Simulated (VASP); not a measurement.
A run of VASP 6.6.1 is set up as follows.

File INCAR:

```
PREC = Accurate ; ENCUT = 520
EDIFF = 1E-7 ; ISMEAR = 0
SIGMA = 0.1 ; LREAL = False
LASPH = True ; NELM = 100
ALGO = Normal ; ISIF = 2
LWAVE = False ; LCHARG = False
GGA = PE ; NBANDS = 18
```

The input KPOINTS:

```
Automatic mesh
0
Gamma
  6 6 6
```

File POSCAR:

```
GaSb2
1.0
    5.3757086175      0.0000000000      0.0000000000
   -2.6878543088      4.6555002261      0.0000000000
    0.0000000000      0.0000000000      3.2144785737
Ga Sb
1 2
Direct
    0.0000000000      0.0000000000      0.0000000000
    0.3333333333      0.6666666667      0.5000000000
    0.6666666667      0.3333333333      0.5000000000
```

Potentials or basis: VASP PAW PBE potentials, release 64 (Ga_d, Sb).

Run with:

```sh
$ cat potpaw_PBE.64/Ga_d/POTCAR potpaw_PBE.64/Sb/POTCAR > POTCAR
$ mpirun -np 1 vasp_std > vasp.out
```

Problem. Predict the pressure.

Solution. -0.2 GPa.

Problem. What does it give for the band gap on the k mesh?

Solution. Zero (an odd number of electrons rules out a gap without spin polarisation).

Caveat: spin-orbit coupling is left out, which moves the levels of the heavy elements; an odd number of electrons without spin polarisation forces a metal; a magnetic or distorted state may lie lower.
